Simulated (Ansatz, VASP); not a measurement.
**One calculation of BeTe, two programs**

Contents of INCAR:

```
SYSTEM = BeTe
PREC = Accurate ; ENCUT = 520
EDIFF = 1E-6 ; ISMEAR = 0
SIGMA = 0.05 ; LREAL = .FALSE.
LASPH = .TRUE. ; NELM = 60
ALGO = Normal ; ISIF = 2
LWAVE = .FALSE. ; LCHARG = .TRUE.
LELF = .TRUE. ; LVHAR = .TRUE.
NBANDS = 11
```

File KPOINTS:

```
Automatic mesh
0
G
  8 8 8
  0 0 0
```

The input POSCAR:

```
BeTe
1.0
    0.0000000000      2.6592000000      2.5484000000
    2.6592000000      0.0000000000      2.5484000000
    2.6592000000      2.6592000000      0.0000000000
Be Te
1 1
Direct
    0.0000000000      0.0000000000      0.0000000000
    0.7500000000      0.7500000000      0.7500000000
```

Input for Ansatz:

```yaml
crystal:
  lattice:
    - [0.0, 2.6592, 2.5484]
    - [2.6592, 0.0, 2.5484]
    - [2.6592, 2.6592, 0.0]
  atoms:
    - { symbol: Be, position: [0.0, 0.0, 0.0] }
    - { symbol: Te, position: [0.75, 0.75, 0.75] }
basis:
  ecutwfc: 420
kpoints:
  mp_grid: { grid: [8, 8, 8] }
hamiltonian:
  xc: lda
scf:
  occupations: { method: gaussian, width: 0.05 }
output:
  forces: true
  stress: true
  eigenvalues: true
```

Change from the starting cell: strain -0.040 along x and y, -0.080 along z, atoms carried along.

Alike in both runs: task single point; functional LDA; k mesh 8 × 8 × 8; occupations gaussian, width 0.05 eV; no spin polarisation.

|  | VASP | Ansatz |
| --- | --- | --- |
| version | VASP 6.6.1 | Ansatz 0.2.0 |
| potentials or method | VASP PAW LDA potentials, release 64 (Be, Te), cutoff 520 eV | scalar-relativistic, plane waves, PAW |
| valence electrons in the cell | 8 | 18 |

```csv
,VASP,Ansatz,Ansatz less VASP
gap on the k mesh at the Fermi level (eV),0.87,0.90,+0.030
least direct gap on the mesh (eV),3.12,3.17,+0.051
pressure (GPa),16.0,15.5,-0.53
"traceless stress, the component that is largest in VASP (GPa)",1.75,1.76,+0.014
```

LDA's correlation is that of Perdew and Zunger in VASP and of Perdew and Wang (1992) in Ansatz. VASP's potentials hold 8 valence electrons a cell and Ansatz's 18, so a difference there can come from the potentials and not from the codes.

Neither program's run includes spin-orbit coupling.
